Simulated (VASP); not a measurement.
MgO (rocksalt type):

```xyz
2
Lattice="0.0000 2.1544 2.1544 2.1544 0.0000 2.1544 2.1544 2.1544 0.0000" Properties=species:S:1:pos:R:3 pbc="T T T"
Mg    0.0000    0.0000    0.0000
O     2.1544    2.1544    2.1544
```

```yaml
Program: VASP 6.6.1
Task: relaxation of cell and atoms
Functional: PBE
Potentials_or_basis: VASP PAW PBE potentials, release 64 (Mg, O)
Cutoff: 600 eV
k_mesh: 16 × 16 × 16
Occupations: fermi-dirac, width 0.08 eV
Spin: no spin polarisation
```

At the start: pressure -6.3 GPa; volume 10.00 Å³/atom.

**Question.** How do energy, volume and symmetry change on relaxing?

**Answer.** Over 3 steps the energy falls by 9.0 meV/atom and the volume is 9.56 Å³/atom (-4.4 %); space group Fm-3m (No. 225, to 0.1 Å) before and after.

The path:
```tsv
step	energy change (eV)	largest force (eV/Å)	pressure (GPa)	volume (Å³)
1	0.0000	0.0000	-6.30	20.00
2	-0.0167	0.0000	1.89	18.88
3	-0.0180	0.0000	0.00	19.11
```

Final structure:
```
CELL_PARAMETERS angstrom
0.00000 2.12213 2.12213
2.12213 0.00000 2.12213
2.12213 2.12213 0.00000
ATOMIC_POSITIONS crystal
Mg 0.00000 0.00000 0.00000
O 0.50000 0.50000 0.50000
```
